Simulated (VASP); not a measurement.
Si:

```
Si
1.0
    -1.52824    1.52824    1.52824
     1.52824   -1.52824    1.52824
     1.52824    1.52824   -1.52824
Si
1
Direct
  0.00000 0.00000 0.00000
```

Base run:

- Program: VASP 6.6.1
- Functional: PBEsol
- Potentials or basis: VASP PAW PBE potentials, release 64 (Si)
- Cutoff: 520 eV
- k mesh: 19 × 19 × 19
- Occupations: fermi-dirac, width 0.1 eV
- Spin: no spin polarisation

Its results: band gap on the k mesh zero (band 2 reaches 21.87 eV, above the bottom of band 3 at 6.03 eV); pressure 0.1 GPa.

Q: The run is repeated on the same cell with these changes: functional from PBEsol to RPBE; cutoff from 520 eV to 500 eV. What comes out?

A: Band gap on the k mesh zero (band 2 reaches 22.11 eV, above the bottom of band 3 at 6.15 eV); pressure 3.3 GPa.

RPBE binds less tightly than PBEsol, so the same cell stands under more pressure.

Caveats: the PAW data sets were made with another functional, which shifts forces and pressure a little.
